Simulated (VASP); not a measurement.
Write the native input for VASP 6.6.1 that does the following.

```
Task                   : single point
Functional             : LDA
Potentials or basis    : VASP PAW LDA potentials, release 64 (Zr_sv)
Cutoff                 : 520 eV
k mesh                 : 12 × 12 × 6
Occupations            : fermi-dirac, width 0.01 eV
Spin                   : no spin polarisation
Dipole correction      : no
Further INCAR settings : ALGO = Normal; EDIFF = 1e-06; NBANDS = 19
```

The structure of Zr lies in POSCAR:

```
Zr
1.0
    3.1439658570      0.0000000000      0.0000000000
   -1.5719829285      2.7227543008      0.0000000000
    0.0000000000      0.0000000000      5.0894642375
Zr
2
Direct
    0.3333333333      0.6666666667      0.2500000000
    0.6666666667      0.3333333333      0.7500000000
```

These files were run (other wordings do the same):

INCAR

```
SYSTEM = Zr
PREC = Accurate
ENCUT = 520
EDIFF = 1E-6
ISMEAR = -1
SIGMA = 0.01
LREAL = .False.
LASPH = .True.
NELM = 100
ALGO = Normal
ISIF = 2
LWAVE = .False.
LCHARG = .True.
GGA = CA
LELF = .True.
LVHAR = .True.
NBANDS = 19
```

KPOINTS

```
regular mesh
0
Gamma
  12 12 6
  0 0 0
```

Potentials or basis: VASP PAW LDA potentials, release 64 (Zr_sv).

Command:

```bash
$ cat potpaw_LDA.64/Zr_sv/POTCAR > POTCAR
$ mpirun -np 1 vasp_std > vasp.out
```

Results of the run:

```json
{"Pressure": "0.1 GPa", "Band gap on the k mesh": "zero (band 12 reaches 10.50 eV, above the bottom of band 13 at 9.34 eV)"}
```

It took 80 s on 1 thread of AMD EPYC 7R13 Processor (Zen 3) (shared host), peak memory 0.14 GiB.
